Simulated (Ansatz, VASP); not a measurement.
Two plane-wave programs on PbSe

Contents of POSCAR:

```
PbSe
1.0
    3.7843220000      0.0000000000      0.0000000000
    0.0000000000      3.7843220000      0.0000000000
    0.0000000000      0.0000000000      3.7843220000
Pb Se
1 1
Direct
    0.0000000000      0.0000000000      0.0000000000
    0.5000000000      0.5000000000      0.5000000000
```

Contents of INCAR.step1:

```
SYSTEM = PbSe
  PREC = Accurate
  ENCUT = 520
  EDIFF = 1E-5
  ISMEAR = -1
  SIGMA = 0.05
  LREAL = .False.
  LASPH = .True.
  NELM = 60
  ALGO = Normal
  ISIF = 2
  LWAVE = .True.
  LCHARG = .False.
  NBANDS = 17
  GGA = PE
```

Contents of INCAR.step2:

```
SYSTEM = PbSe
  PREC = Accurate
  ENCUT = 520
  EDIFF = 1E-6
  ISMEAR = -1
  SIGMA = 0.05
  LREAL = .False.
  LASPH = .True.
  NELM = 60
  ALGO = Normal
  ISIF = 2
  LWAVE = .False.
  LCHARG = .False.
  GGA = PE
  LHFCALC = .True.
  AEXX = 0.25
  HFSCREEN = 0.3
  PRECFOCK = Normal
  NBANDS = 17
  ISTART = 1
```

File KPOINTS:

```
Automatic mesh
0
Gamma
  4 4 4
  0 0 0
```

File input:

```
crystal:
  lattice:
    - [3.784322, 0.0, 0.0]
    - [0.0, 3.784322, 0.0]
    - [0.0, 0.0, 3.784322]
  atoms:
    - { symbol: Pb, position: [0.0, 0.0, 0.0] }
    - { symbol: Se, position: [0.5, 0.5, 0.5] }
hamiltonian:
  xc: { exchange: pbe, correlation: pbe, exx: { coeff: 0.25, omega: 0.3 } }
  pseudopotentials: { kind: paw }
kpoints:
  mp_grid: { grid: [4, 4, 4] }
  band_path:
    path:
      - [[0.0, 0.0, 0.0], [0.0, 0.5, 0.0], [0.5, 0.5, 0.0], [0.0, 0.0, 0.0], [0.5, 0.5, 0.5], [0.0, 0.5, 0.0]]
      - [[0.5, 0.5, 0.0], [0.5, 0.5, 0.5]]
    npoints: 4
scf:
  occupations: { method: fermi_dirac, width: 0.05 }
  n_extra_bands: 6
output:
  forces: true
  stress: true
  eigenvalues: true
  fatbands: false
```

Alike in both runs: functional PBE-based screened hybrid with a share of 0.25 of exact exchange and HFSCREEN = 0.3; k mesh 4 × 4 × 4; occupations fermi-dirac, width 0.05 eV; no spin polarisation.

|  | VASP | Ansatz |
| --- | --- | --- |
| version | VASP 6.6.1 | Ansatz 0.2.0 |
| potentials or method | VASP PAW PBE potentials, release 64 (Pb_d, Se) | Ansatz PAW |
| plane-wave cutoff (eV) | 520 | 420 |
| valence electrons in the cell | 20 | 30 |
| task | single point | band structure |

```tsv
	VASP	Ansatz	Ansatz less VASP
gap on the k mesh at the Fermi level (eV)	none	none	-
pressure (GPa)	-0.9	-0.8	+0.10
```

VASP's potentials were made for PBE, not for PBE-based screened hybrid. A gap of «none» marks a metal or a gap that the smearing closes. VASP's potentials hold 20 valence electrons a cell and Ansatz's 30, so a difference there can come from the potentials and not from the codes.

The k mesh is coarse, so the values compare programs but aren't converged. Spin-orbit coupling is off throughout.
